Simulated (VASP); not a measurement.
Wanted: the native input for a VASP 6.6.1 run.

```
Task                   : single point
Functional             : PBE
Dispersion             : D3(BJ)
Potentials or basis    : VASP PAW PBE potentials, release 64 (Sn_d, O)
Cutoff                 : 520 eV
k mesh                 : 7 × 7 × 1
Occupations            : gaussian, width 0.05 eV
Spin                   : no spin polarisation
Dipole correction      : yes
Further INCAR settings : ALGO = Normal; EDIFF = 1e-06; NBANDS = 50
```

The structure of SnO lies in POSCAR:

```
SnO
1.0
    3.8201630995      0.0000000000      0.0000000000
    0.0000000000      3.8201630995      0.0000000000
    0.0000000000      0.0000000000     22.2260821294
Sn O
4 4
Direct
    0.7500000000      0.2500000000      0.2024648327
    0.2500000000      0.7500000000      0.3087832136
    0.2500000000      0.7500000000      0.5044992185
    0.7500000000      0.2500000000      0.6108175994
    0.2500000000      0.2500000000      0.2556240231
    0.7500000000      0.7500000000      0.2556240231
    0.7500000000      0.7500000000      0.5576584089
    0.2500000000      0.2500000000      0.5576584089
```

One way to write it, as run:

INCAR

```
ALGO = Normal
DIPOL = 0.5 0.5 0.407
EDIFF = 1E-6
ENCUT = 520
GGA = PE
IDIPOL = 3
ISIF = 2
ISMEAR = 0
IVDW = 12
LASPH = T
LCHARG = F
LDIPOL = T
LREAL = F
LWAVE = F
NBANDS = 50
NELM = 60
PREC = Accurate
SIGMA = 0.05
```

KPOINTS

```
k-points
0
Gamma
  7 7 1
```

Potentials or basis: VASP PAW PBE potentials, release 64 (Sn_d, O).

The run is started by

```bash
$ cat potpaw_PBE.64/Sn_d/POTCAR potpaw_PBE.64/O/POTCAR > POTCAR
$ mpirun -np 1 vasp_std > vasp.out
```

Results of the run:

```yaml
Largest_force: 0.086 eV/Å
Band_gap_on_the_k_mesh: 2.52 eV (least direct gap 2.58 eV)
Dispersion_energy_per_atom: -0.153 eV
```

Caveat: spin-orbit coupling is left out, which moves the levels of the heavy elements.

Run time: 3.2 min on 1 thread of AMD EPYC 9R45 96-Core Processor (Zen 5) (shared host), peak memory 0.36 GiB.
